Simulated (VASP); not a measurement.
# ZnAu (Pm-3m) in VASP: a series of runs

ZnAu is run at these levels: PBE; tasks: single point.

Everything below comes from runs of VASP 6.6.1. Logs are shortened: lines on timing, memory, paths and dates and some standing lists are left out, and cuts for length are marked.

**1. The cell of the first run**

It takes space group Pm-3m (No. 221, cubic). The conventional cell has a = 3.147 Å, b = 3.147 Å, c = 3.147 Å, α = 90.00°, β = 90.00°, γ = 90.00°. Zn (site symmetry m-3m) has 8 Au at 2.73 Å and 6 Zn at 3.15 Å within 3.6 Å. Au (site symmetry m-3m) has 8 Zn at 2.73 Å and 6 Au at 3.15 Å within 3.6 Å.

**2. Single point, PBE**

File INCAR:

```
SYSTEM = ZnAu
PREC = Accurate
ENCUT = 520
EDIFF = 1E-6
ISMEAR = -1
SIGMA = 0.15
LREAL = .False.
LASPH = .True.
NELM = 60
ALGO = Normal
ISIF = 2
LWAVE = .False.
LCHARG = .False.
GGA = PE
NBANDS = 18
```

File KPOINTS:

```
Automatic mesh
0
Gamma
  13 13 13
  0 0 0
```

File POSCAR:

```
ZnAu
1.0
    3.1470000000      0.0000000000      0.0000000000
    0.0000000000      3.1470000000      0.0000000000
    0.0000000000      0.0000000000      3.1470000000
Zn Au
1 1
Direct
    0.5000000000      0.5000000000      0.5000000000
    0.0000000000      0.0000000000      0.0000000000
```

Potentials or basis: VASP PAW PBE potentials, release 64 (Zn, Au).

On the command line:

```console
$ cat potpaw_PBE.64/Zn/POTCAR potpaw_PBE.64/Au/POTCAR > POTCAR
$ mpirun -np 1 vasp_std > vasp.out
```

OUTCAR:

```text
SYSTEM = ZnAu
   PREC = Accurate
   ENCUT = 520
   EDIFF = 1E-6
   ISMEAR = -1
   LREAL = .False.
   LASPH = .True.
   NELM = 60
   ISIF = 2
   GGA = PE

 ion  position               nearest neighbor table
   1  0.500  0.500  0.500-   2 2.73   2 2.73   2 2.73   2 2.73   2 2.73   2 2.73   2 2.73   2 2.73

   2  0.000  0.000  0.000-   1 2.73   1 2.73   1 2.73   1 2.73   1 2.73   1 2.73   1 2.73   1 2.73

  LATTYP: Found a simple cubic cell.
 ALAT       =     3.1470000000

  Lattice vectors:

 A1 = (   3.1470000000,   0.0000000000,   0.0000000000)
 A2 = (   0.0000000000,   3.1470000000,   0.0000000000)
 A3 = (   0.0000000000,   0.0000000000,   3.1470000000)

Analysis of symmetry for initial positions (statically):
=====================================================================
 Subroutine PRICEL returns:
 Original cell was already a primitive cell.

 Routine SETGRP: Setting up the symmetry group for a
 simple cubic supercell.

 Subroutine GETGRP returns: Found 48 space group operations
 (whereof 48 operations were pure point group operations)
 out of a pool of 48 trial point group operations.

The static configuration has the point symmetry O_h .

Analysis of symmetry for dynamics (positions and initial velocities):
=====================================================================
 Subroutine PRICEL returns:
 Original cell was already a primitive cell.

 Routine SETGRP: Setting up the symmetry group for a
 simple cubic supercell.

 Subroutine GETGRP returns: Found 48 space group operations
 (whereof 48 operations were pure point group operations)
 out of a pool of 48 trial point group operations.

The dynamic configuration has the point symmetry O_h .

 Subroutine INISYM returns: Found 48 space group operations
 (whereof 48 operations are pure point group operations),
 and found     1 'primitive' translations

----------------------------------------------------------------------------------------

                                     Primitive cell

  volume of cell :      31.1667

  direct lattice vectors                    reciprocal lattice vectors
     3.147000000  0.000000000  0.000000000     0.317762949  0.000000000  0.000000000
     0.000000000  3.147000000  0.000000000     0.000000000  0.317762949  0.000000000
     0.000000000  0.000000000  3.147000000     0.000000000  0.000000000  0.317762949

  length of vectors
     3.147000000  3.147000000  3.147000000     0.317762949  0.317762949  0.317762949

  position of ions in fractional coordinates (direct lattice)
     0.500000000  0.500000000  0.500000000
     0.000000000  0.000000000  0.000000000

  ion indices of the primitive-cell ions
   primitive index   ion index
                 1           1
                 2           2

----------------------------------------------------------------------------------------

 KPOINTS: Automatic mesh

Automatic generation of k-mesh.
 Grid dimensions read from file:
 generate k-points for:   13   13   13

 Generating k-lattice:

  Cartesian coordinates                     Fractional coordinates (reciprocal lattice)
     0.024443304  0.000000000  0.000000000     0.076923077  0.000000000  0.000000000
     0.000000000  0.024443304  0.000000000     0.000000000  0.076923077  0.000000000
     0.000000000  0.000000000  0.024443304     0.000000000  0.000000000  0.076923077

  Length of vectors
     0.024443304  0.024443304  0.024443304

  Shift w.r.t. Gamma in fractional coordinates (k-lattice)
     0.000000000  0.000000000  0.000000000

 Subroutine IBZKPT returns following result:
 ===========================================

 Found     84 irreducible k-points:

 Following reciprocal coordinates:
            Coordinates               Weight
  0.000000  0.000000  0.000000      1.000000
  0.076923  0.000000  0.000000      6.000000
  0.153846  0.000000  0.000000      6.000000
  0.230769  0.000000  0.000000      6.000000
  0.307692  0.000000  0.000000      6.000000
  0.384615  0.000000  0.000000      6.000000
[... 16 lines left out ...]
  0.307692  0.307692  0.000000     12.000000
  0.384615  0.307692  0.000000     24.000000
 [... further k-points ...]
   k-points           NKPTS =     84   k-points in BZ     NKDIM =     84   number of bands    NBANDS=     18
   number of dos      NEDOS =    301   number of ions     NIONS =      2
   total plane-waves  NPLWV =  13824
   dimension x,y,z NGX =    24 NGY =   24 NGZ =   24
   dimension x,y,z NGXF=    48 NGYF=   48 NGZF=   48
   ions per type =               1   1
   NGX,Y,Z   is equivalent  to a cutoff of  12.68, 12.68, 12.68 a.u.
   NGXF,Y,Z  is equivalent  to a cutoff of  25.36, 25.36, 25.36 a.u.
 SYSTEM =  ZnAu
   PREC   = accura    normal or accurate (medium, high low for compatibility)
   ISTART =      0    job   : 0-new  1-cont  2-samecut
   ICHARG =      2    charge: 1-file 2-atom 10-const
   ISPIN  =      1    spin polarized calculation?
   LNONCOLLINEAR =      F non collinear calculations
   LSORBIT =      F    spin-orbit coupling
   LASPH  =      T    aspherical Exc in radial PAW
   ENCUT  =  520.0 eV  38.22 Ry    6.18 a.u.   5.85  5.85  5.85*2*pi/ulx,y,z
   NELM   =     60;   NELMIN=  2; NELMDL= -5     # of ELM steps
   EDIFF  = 0.1E-05   stopping-criterion for ELM
   LREAL  =      F    real-space projection
   EDIFFG = 0.1E-04   stopping-criterion for IOM
   NSW    =      0    number of steps for IOM
   IBRION =     -1    ionic relax: 0-MD 1-quasi-New 2-CG
   NFREE  =      0    steps in history (QN), initial steepest desc. (CG)
   ISIF   =      2    stress and relaxation
   ISYM   =      2    0-nonsym 1-usesym 2-fastsym
   POTIM  = 0.5000    time-step for ionic-motion
   TEBEG  =    0.0;   TEEND  =   0.0 temperature during run
   PSTRESS=    0.0 pullay stress
   NELECT =      23.0000    total number of electrons
   NUPDOWN=      -1.0000    fix difference up-down
   EMIN   =  10.00;   EMAX   =-10.00  energy-range for DOS
   EFERMI =   0.00;   METHOD = LEGACY
   ISMEAR =    -1;   SIGMA  =   0.15  broadening in eV -4-tet -1-fermi 0-gaus
   EFERMI_NEDOS =   21; number of points for ismear=-14 and -15
   IALGO  =     38    algorithm
   IMIX   =      4    mixing-type and parameters
     AMIX     =   0.40;   BMIX     =  1.00
     AMIX_MAG =   1.60;   BMIX_MAG =  1.00
  volume/ion in A,a.u.               =      15.58       105.16
  Fermi-wavevector in a.u.,A,eV,Ry     =   1.479406  2.795672 29.778283  2.188642
  Thomas-Fermi vector in A             =   2.593568
   LORBIT       =      0    0 simple, 1 ext, 2 COOP (PROOUT), +10 PAW based schemes
   GGA     = PE    functional components
   LHFCALC =     F    Hartree Fock is set to
   AEXX    =    0.0000 exact exchange contribution
   IVDW    =     0    specifies the selected vdW correction
   LEPSILON=     F    determine dielectric tensor
   LRPA    =     F    only Hartree local field effects (RPA)
 non-spin polarized calculation
  energy-cutoff  :      520.00
  volume of cell :       31.17
 maximum number of plane-waves:       864
 NGX is ok and might be reduce to    24
   NGX = 11   NGY = 11   NGZ = 11

 number of electron      23.0000000 magnetization

 Free energy of the ion-electron system (eV)
  ---------------------------------------------------
  ext. energy  EPLUGINS =         0.00000000
  ---------------------------------------------------
  free energy    TOTEN  =        -4.74929918 eV

  energy without entropy =       -4.71360522  energy(sigma->0) =       -4.73145220

 E-fermi :   7.1221     XC(G=0): -12.3784

 val. band max:        7.1058314543   @ k =   0.4615   0.3846   0.2308
 cond. band min:       7.1668001873   @ k =   0.4615   0.3077   0.3077
 fundamental gap:      0.0609687330
 Fermi energy:         7.1220789232

 k-point     1 :       0.0000    0.0000    0.0000
  band No.  band energies     occupation
      1      -3.5228      2.00000
      2      -1.0319      2.00000
      3      -1.0319      2.00000
      4      -0.3404      2.00000
      5      -0.3404      2.00000
      6      -0.3404      2.00000
[... 10 lines left out ...]
     17      19.2281      0.00000
     18      25.4018      0.00000

 k-point     2 :       0.0769    0.0000    0.0000
  band No.  band energies     occupation
      1      -3.4175      2.00000
      2      -1.0088      2.00000
      3      -1.0005      2.00000
      4      -0.3417      2.00000
      5      -0.3417      2.00000
      6      -0.3316      2.00000
[... 10 lines left out ...]
     17      19.7150      0.00000
     18      25.2964      0.00000

 k-point     3 :       0.1538    0.0000    0.0000
  band No.  band energies     occupation
      1      -3.1070      2.00000
      2      -0.9429      2.00000
      3      -0.9143      2.00000
      4      -0.3446      2.00000
      5      -0.3446      2.00000
      6      -0.3071      2.00000
[... 10 lines left out ...]
     17      21.2304      0.00000
     18      25.0717      0.00000

 k-point     4 :       0.2308    0.0000    0.0000
  band No.  band energies     occupation
      1      -2.6090      2.00000
      2      -0.8444      2.00000
      3      -0.7945      2.00000
      4      -0.3474      2.00000
      5      -0.3474      2.00000
      6      -0.2720      2.00000
[... 375 lines left out ...]
      4      -0.4170      2.00000
      5      -0.3293      2.00000
      6       0.7010      2.00000
[... 10 lines left out ...]
     17      19.9005      0.00000
     18      21.3525      0.00000

 k-point    23 :       0.3077    0.3077    0.0000
  band No.  band energies     occupation
      1      -1.2701      2.00000
      2      -0.8126      2.00000
      3      -0.5596      2.00000
      4      -0.3774      2.00000
      5      -0.3251      2.00000
      6       0.1942      2.00000
[... 10 lines left out ...]
     17      21.4799      0.00000
     18      21.8577      0.00000

 k-point    24 :       0.3846    0.3077    0.0000
  band No.  band energies     occupation
      1      -1.1609      2.00000
      2      -0.8849      2.00000
      3      -0.5839      2.00000
      4      -0.4579      2.00000
      5      -0.2321      2.00000
      6       0.5178      2.00000
[... 10 lines left out ...]
     17      20.9663      0.00000
     18      21.2476      0.00000

 [... further k-points ...]

------------------------ aborting loop because EDIFF is reached ----------------------------------------

  FORCE on cell =-STRESS in cart. coord.  units (eV):
  Direction    XX          YY          ZZ          XY          YZ          ZX
  --------------------------------------------------------------------------------------
  -------------------------------------------------------------------------------------
  Total        0.9860903      0.9860903      0.9860903      0.0000000     -0.0000000     -0.0000000
  in kB       50.6917225     50.6917225     50.6917225      0.0000000     -0.0000000     -0.0000000
  external PRESSURE =      50.6917225 kB  Pullay stress =       0.0000000 kB

 VOLUME and BASIS-vectors are now :
 -----------------------------------------------------------------------------
  energy-cutoff  :      520.00
  volume of cell :       31.17
      direct lattice vectors                 reciprocal lattice vectors
     3.147000000  0.000000000  0.000000000     0.317762949  0.000000000  0.000000000
     0.000000000  3.147000000  0.000000000     0.000000000  0.317762949  0.000000000
     0.000000000  0.000000000  3.147000000     0.000000000  0.000000000  0.317762949

 POSITION                                       TOTAL-FORCE (eV/Angst)
 -----------------------------------------------------------------------------------
      1.57350      1.57350      1.57350         0.000000      0.000000      0.000000
      0.00000      0.00000      0.00000         0.000000      0.000000      0.000000
 -----------------------------------------------------------------------------------
    total drift:                                0.000000      0.000000     -0.000000

  FREE ENERGIE OF THE ION-ELECTRON SYSTEM (eV)
  ---------------------------------------------------
  free  energy   TOTEN  =        -4.7492991842 eV

  energy  without entropy=       -4.7136052206  energy(sigma->0) =       -4.73145220
```

It took 22 s on 1 thread of AMD EPYC 7R13 (Zen 3), shared host; peak memory 0.15 GiB.

What came out:

| Quantity | Value |
| --- | --- |
| Free energy | -4.7493 eV |
| Pressure | 5.1 GPa |
| Band gap on the k mesh | zero (an odd number of electrons rules out a gap without spin polarisation) |

Caveat: the cell stands under pressure; spin-orbit coupling is left out, which moves the levels of the heavy elements.

(Continued in part 2 of 2.)
